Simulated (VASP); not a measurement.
A run of VASP 6.6.1 is set up as follows.

Contents of POSCAR:

```
LiCl
1.0
    4.2030830039      0.0000000000      0.0000000000
   -2.1015415019      3.6399766556      0.0000000000
    0.0000000000      0.0000000000      5.2843565194
Li Cl
2 2
Direct
    0.3333333333      0.6666666667      0.2500000000
    0.6666666667      0.3333333333      0.7500000000
    0.6666666667      0.3333333333      0.2500000000
    0.3333333333      0.6666666667      0.7500000000
```

File INCAR.step1:

```
PREC = Accurate
ENCUT = 520
ISMEAR = 0
SIGMA = 0.01
LREAL = F
LASPH = T
NELM = 60
NBANDS = 18
GGA = PE
ALGO = Normal
EDIFF = 1E-4
LWAVE = T
LCHARG = F
```

The input INCAR.step2:

```
PREC = Accurate
ENCUT = 520
EDIFF = 1E-6
ISMEAR = 0
SIGMA = 0.01
LREAL = F
LASPH = T
NELM = 60
ALGO = Normal
ISIF = 2
LWAVE = F
LCHARG = F
METAGGA = R2SCAN
LMIXTAU = T
NBANDS = 18
ISTART = 1
```

Contents of KPOINTS:

```
regular mesh
0
Gamma
  6 6 4
```

Potentials or basis: VASP PAW PBE potentials, release 64 (Li_sv, Cl).

Launch:

```bash
$ cat potpaw_PBE.64/Li_sv/POTCAR potpaw_PBE.64/Cl/POTCAR > POTCAR
$ cp INCAR.step1 INCAR
$ mpirun -np 1 vasp_std > vasp.out
$ cp INCAR.step2 INCAR
$ mpirun -np 1 vasp_std > vasp.out
```

Q: What does it give for the band gap on the k mesh?

A: 6.25 eV.
